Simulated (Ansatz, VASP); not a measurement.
# One calculation of KF, two programs

File POSCAR:

```
KF
1.0
    0.0000000000      2.6735000000      2.6735000000
    2.6735000000      0.0000000000      2.6735000000
    2.6735000000      2.6735000000      0.0000000000
K F
1 1
Direct
   -0.0093510380      0.0093510380      0.0093510380
    0.5000000000      0.5000000000      0.5000000000
```

The input INCAR.step1:

```
PREC = Accurate
ENCUT = 520
ISMEAR = 0
SIGMA = 0.05
LREAL = F
LASPH = T
NELM = 60
NBANDS = 15
GGA = PE
ALGO = Normal
EDIFF = 1E-4
LWAVE = T
LCHARG = F
```

Contents of INCAR.step2:

```
PREC = Accurate
ENCUT = 520
EDIFF = 1E-6
ISMEAR = 0
SIGMA = 0.05
LREAL = F
LASPH = T
NELM = 60
ALGO = Normal
ISIF = 2
LWAVE = F
LCHARG = T
METAGGA = R2SCAN
LMIXTAU = T
LELF = T
LVHAR = T
NBANDS = 15
ISTART = 1
```

KPOINTS

```
Automatic mesh
0
Gamma
  8 8 8
```

Input for Ansatz:

```yaml
crystal:
  lattice:
    - [0.0, 2.6735, 2.6735]
    - [2.6735, 0.0, 2.6735]
    - [2.6735, 2.6735, 0.0]
  atoms:
    - { symbol: K, position: [-0.009351038, 0.009351038, 0.009351038] }
    - { symbol: F, position: [0.5, 0.5, 0.5] }
basis:
  ecutwfc: 500
kpoints:
  mp_grid: { grid: [8, 8, 8] }
hamiltonian:
  xc: r2scan
scf:
  occupations: { method: gaussian, width: 0.05 }
output:
  forces: true
  stress: true
  eigenvalues: true
```

Change from the starting cell: all K atoms moved +0.050 Å, as atom 1 along Cartesian [1 0 0].

Alike in both runs: task single point; functional r2SCAN; k mesh 8 × 8 × 8; occupations gaussian, width 0.05 eV; no spin polarisation.

|  | VASP | Ansatz |
| --- | --- | --- |
| version | VASP 6.6.1 | Ansatz 0.2.0 |
| potentials or method | VASP PAW PBE potentials, release 64 (K_sv, F), cutoff 520 eV | scalar-relativistic, plane waves, PAW |
| valence electrons in the cell | 16 | 16 |

```tsv
	VASP	Ansatz	Ansatz less VASP
gap on the k mesh at the Fermi level (eV)	6.82	6.82	0.000
least direct gap on the mesh (eV)	6.82	6.82	0.000
pressure (GPa)	-0.6	-0.5	+0.04
traceless stress, the component that is largest in VASP (GPa)	0.10	0.09	-0.005
rms of the force components (eV/Å)	0.049	0.047	-0.0017
```

VASP's potentials were made for PBE, not for r2SCAN. Atom by atom the forces differ by 0.002 eV/Å (rms over components).
